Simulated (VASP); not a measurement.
A run of VASP 6.6.1:

INCAR

```
SYSTEM = PtSeS4
PREC = Accurate ; ENCUT = 520
EDIFF = 1E-6 ; ISMEAR = 0
SIGMA = 0.1 ; LREAL = .FALSE.
LASPH = .TRUE. ; NELM = 100
ALGO = Normal ; ISIF = 2
LWAVE = .FALSE. ; LCHARG = .TRUE.
GGA = PE ; LELF = .TRUE.
LVHAR = .TRUE. ; NBANDS = 29
```

File KPOINTS:

```
Automatic mesh
0
G
  4 4 4
  0 0 0
```

The input POSCAR:

```
PtSeS4
1.0
   -2.8948071400      2.8948071400      3.7062463900
    2.8948071400     -2.8948071400      3.7062463900
    2.8948071400      2.8948071400     -3.7062463900
Pt Se S
1 1 4
Direct
    0.5000000000      0.5000000000      0.0000000000
    0.0000000000      0.0000000000      0.0000000000
    0.0344968100      0.0344968100      0.3366426200
    0.9655031900      0.3021458100      0.0000000000
    0.3021458100      0.9655031900      0.0000000000
    0.6978541900      0.6978541900      0.6633573800
```

Potentials or basis: VASP PAW PBE potentials, release 64 (Pt, Se, S).

Run with:

```bash
$ cat potpaw_PBE.64/Pt/POTCAR potpaw_PBE.64/Se/POTCAR potpaw_PBE.64/S/POTCAR > POTCAR
$ mpirun -np 1 vasp_std > vasp.out
```

Hardware: 1 thread of Intel(R) Xeon(R) Platinum 8259CL CPU @ 2.50GHz (Skylake/Cascade Lake) (shared host).

Q: Estimate the wall time of this run.

A: It took 56 s on 1 thread of Intel(R) Xeon(R) Platinum 8259CL CPU @ 2.50GHz (Skylake/Cascade Lake) (shared host), peak memory 0.27 GiB. Counts: scf iterations 14, k points 13.
